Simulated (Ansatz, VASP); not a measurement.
ZnAg in VASP and in Ansatz

File INCAR:

```
SYSTEM = ZnAg
PREC = Accurate ; ENCUT = 520
EDIFF = 1E-7 ; ISMEAR = 0
SIGMA = 0.15 ; LREAL = .FALSE.
LASPH = .TRUE. ; NELM = 80
ALGO = Fast ; ISIF = 2
LWAVE = .FALSE. ; LCHARG = .FALSE.
NBANDS = 18
```

KPOINTS

```
Automatic mesh
0
G
  16 16 16
  0 0 0
```

The input POSCAR:

```
ZnAg
1.0
    3.1560000000      0.0000000000      0.0000000000
    0.0000000000      3.1560000000      0.0000000000
    0.0000000000      0.0000000000      3.1560000000
Zn Ag
1 1
Direct
    0.5000000000      0.5000000000      0.5000000000
    0.0000000000      0.0000000000     -0.0792141952
```

Input for Ansatz:

```yaml
crystal:
  lattice:
    - [3.156, 0.0, 0.0]
    - [0.0, 3.156, 0.0]
    - [0.0, 0.0, 3.156]
  atoms:
    - { symbol: Zn, position: [0.5, 0.5, 0.5] }
    - { symbol: Ag, position: [0.0, 0.0, -0.0792141952] }
basis:
  ecutwfc: 420
kpoints:
  mp_grid: { grid: [16, 16, 16] }
hamiltonian:
  xc: lda
scf:
  occupations: { method: gaussian, width: 0.15 }
output:
  forces: true
  stress: true
  eigenvalues: true
```

Change from the starting cell: all Ag atoms moved -0.250 Å, as atom 2 along Cartesian [0 0 1].

Alike in both runs: task single point; functional LDA; k mesh 16 × 16 × 16; occupations gaussian, width 0.15 eV; no spin polarisation.

```csv
,VASP,Ansatz
version,VASP 6.6.1,Ansatz 0.2.0
potentials or method,"VASP PAW LDA potentials, release 64 (Zn, Ag), cutoff 520 eV","scalar-relativistic, plane waves, PAW"
valence electrons in the cell,23,31
```

```csv
,VASP,Ansatz,Ansatz less VASP
gap on the k mesh at the Fermi level (eV),none,none,-
pressure (GPa),-5.4,-5.7,-0.37
"traceless stress, the component that is largest in VASP (GPa)",-1.38,-1.35,+0.032
rms of the force components (eV/Å),0.407,0.396,-0.0108
```

LDA's correlation is that of Perdew and Zunger in VASP and of Perdew and Wang (1992) in Ansatz. Atom by atom the forces differ by 0.011 eV/Å (rms over components). A gap of «none» marks a metal or a gap that the smearing closes. VASP's potentials hold 23 valence electrons a cell and Ansatz's 31, so a difference there can come from the potentials and not from the codes.
